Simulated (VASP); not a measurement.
WS2: single point with LDA

Slab: WS2, a slab with vacuum.

```
W S
1.0
     3.18352    0.00000    0.00000
    -1.59176    2.75701    0.05169
     0.00000    0.31782   16.95058
W S
1 2
Direct
  0.33333 0.66667 0.00000
  0.66667 0.33333 0.90800
  0.66667 0.33333 0.09200
```

This cell differs from its parent crystal: strain +0.0375 x Voigt [0, 0, 0, 1, 0, 0].

- Program: VASP 6.6.1
- Task: single point
- Functional: LDA
- Potentials or basis: VASP PAW LDA potentials, release 64 (W_sv, S)
- Cutoff: 520 eV
- k mesh: 12 × 12 × 2
- Occupations: gaussian, width 0.05 eV
- Spin: no spin polarisation

| Item | Value |
| --- | --- |
| Largest force | 0.669 eV/Å |
| Band gap on the k mesh | 1.77 eV, indirect (least direct gap 1.78 eV) |

Forces on the atoms (eV/Å):
```
W    0.000 -0.054  0.002
S    0.000  0.592  0.310
S    0.000 -0.539 -0.312
```

Levels at points of the mesh, in eV from the valence-band top:
```tsv
k point	band 10	band 11	band 12	band 13	band 14	band 15	band 16	band 17
(0.00, 0.00, 0.00)	-2.02	-1.65	-1.64	0.00	2.81	2.83	3.14	3.16
(0.50, 0.00, 0.00)	-3.42	-2.06	-1.23	-0.87	2.80	3.27	4.02	4.69
(0.00, 0.50, 0.00)	-3.43	-2.07	-1.23	-0.86	2.80	3.27	4.01	4.77
(0.00, 0.00, 0.50)	-2.02	-1.65	-1.64	0.00	2.81	2.83	3.14	3.16
(0.50, 0.00, 0.50)	-3.42	-2.06	-1.23	-0.87	2.80	3.27	4.02	4.69
(0.00, 0.50, 0.50)	-3.43	-2.07	-1.23	-0.86	2.80	3.27	4.01	4.77
```

Run time: 5.4 min on 1 thread of Intel(R) Xeon(R) Platinum 8259CL CPU @ 2.50GHz (Skylake/Cascade Lake) (shared host), peak memory 0.37 GiB.

Caveat: the cell differs from its parent crystal (strain +0.0375 x Voigt [0, 0, 0, 1, 0, 0]); spin-orbit coupling is left out, which moves the levels of the heavy elements.
